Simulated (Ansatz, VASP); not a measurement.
One calculation of F, two programs

```
F
1.0
     2.73414   -1.84559    0.28854
     2.73414    1.84559    0.28854
    -0.85400    0.00000    6.95255
F
4
Direct
  0.91386 0.58555 0.09393
  0.41445 0.08614 0.40607
  0.08614 0.41445 0.90607
  0.58555 0.91386 0.59393
```

Change from the starting cell: volume 17.769 Å^3 an atom, stretch along a over the lengths across it, relative to the relaxed cell 0.9416.

Alike in both runs: task single point; functional PBE; dispersion D3(BJ); k mesh 8 × 8 × 4; occupations gaussian, width 0.05 eV; no spin polarisation.

```csv
,VASP,Ansatz
version,VASP 6.6.1,Ansatz 0.2.0
potentials or method,"VASP PAW PBE potentials, release 64 (F), cutoff 520 eV","scalar-relativistic, plane waves, PAW"
valence electrons in the cell,28,28
```

VASP gave:

* gap on the k mesh at the Fermi level (eV): 2.51
* least direct gap on the mesh (eV): 2.51
* pressure (GPa): -2.8
* traceless stress, the component that is largest in VASP (GPa): -3.25
* rms of the force components (eV/Å): 0.572

Problem. What did Ansatz give for the same quantities?

Solution. gap on the k mesh at the Fermi level (eV): 2.58; least direct gap on the mesh (eV): 2.58; pressure (GPa): -3.0; traceless stress, the component that is largest in VASP (GPa): -4.20; rms of the force components (eV/Å): 0.745.

Atom by atom the forces differ by 0.173 eV/Å (rms over components).
